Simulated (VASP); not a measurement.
Input of a VASP 6.6.1 run:

INCAR

```
PREC = Accurate ; ENCUT = 520
EDIFF = 1E-6 ; ISMEAR = 0
SIGMA = 0.1 ; LREAL = F
LASPH = T ; NELM = 60
ALGO = Normal ; ISIF = 2
LWAVE = F ; LCHARG = F
GGA = PE ; NBANDS = 26
```

Contents of KPOINTS:

```
regular mesh
0
Gamma
  6 6 8
```

The input POSCAR:

```
Si
1.0
    6.8967339300      0.0000000000      0.0000000000
    0.0000000000      6.8967339300      0.0000000000
    0.0000000000      0.0000000000      5.2918313761
Si
8
Direct
    0.5000000000      0.0000000000      0.7902957544
    0.0000000000      0.5000000000      0.7902957544
    0.2460289550      0.0000000000      0.5000000000
    0.7539710450      0.0000000000      0.5000000000
    0.0000000000      0.2460289550      0.5000000000
    0.0000000000      0.7539710450      0.5000000000
    0.5000000000      0.0000000000      0.2097042456
    0.0000000000      0.5000000000      0.2097042456
```

Potentials or basis: VASP PAW PBE potentials, release 64 (Si).

The run is started by

```sh
$ cat potpaw_PBE.64/Si/POTCAR > POTCAR
$ mpirun -np 1 vasp_std > vasp.out
```

(1) Estimate the pressure.

(2) What does it give for the largest force?

(3) Predict the band gap on the k mesh.

Answers

(1) 0.0 GPa.

(2) 0.004 eV/Å.

(3) zero (bands 16 and 17 overlap by 0.72 eV).

Caveat: semilocal functionals underestimate gaps, so a narrow gap can read as zero.
